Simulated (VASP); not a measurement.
A run of VASP 6.6.1 is set up as follows.

POSCAR

```
C
1.0
   -2.4558330623      0.0000000000      0.0000000000
   -1.2279165312     -2.1268138194      0.0000000000
    0.0000000000      0.0000000000     10.2572328611
C
6
Direct
    0.6666666667      0.6666666667      0.1714991746
    1.0000000000      1.0000000000      0.8576642774
    0.3333333333      0.3333333333      0.5145817260
    0.6666666667      0.6666666667      0.8577141714
    1.0000000000      0.0000000000      0.5146316200
    0.3333333333      0.3333333333      0.1715490686
```

INCAR.step1

```
ALGO = Normal ; EDIFF = 1E-4
ENCUT = 520 ; GGA = PE
ISMEAR = 0 ; LASPH = True
LCHARG = False ; LREAL = False
LWAVE = True ; NBANDS = 21
NELM = 100 ; PREC = Accurate
SIGMA = 0.05
```

The input INCAR.step2:

```
ALGO = Normal ; EDIFF = 1E-6
ENCUT = 520 ; ISIF = 2
ISMEAR = 0 ; ISTART = 1
LASPH = True ; LCHARG = False
LMIXTAU = True ; LREAL = False
LWAVE = False ; METAGGA = R2SCAN
NBANDS = 21 ; NELM = 100
PREC = Accurate ; SIGMA = 0.05
```

The input KPOINTS:

```
k-points
0
Gamma
  15 15 3
```

Potentials or basis: VASP PAW PBE potentials, release 64 (C).

Run with:

```sh
$ cat potpaw_PBE.64/C/POTCAR > POTCAR
$ cp INCAR.step1 INCAR
$ mpirun -np 1 vasp_std > vasp.out
$ cp INCAR.step2 INCAR
$ mpirun -np 1 vasp_std > vasp.out
```

Q: Predict the band gap on the k mesh.

A: 0.51 eV.

Q: What does it give for the pressure?

A: 1.0 GPa.

Q: Predict the largest force.

A: 0.065 eV/Å.

Forces on the atoms (eV/Å):
```
C    0.000  0.000  0.053
C    0.000  0.000 -0.065
C    0.000  0.000  0.000
C    0.000  0.000 -0.053
C    0.000  0.000  0.000
C    0.000  0.000  0.065
```

Caveat: the PAW data sets were made with another functional, which shifts forces and pressure a little. A k mesh can miss the band edges.
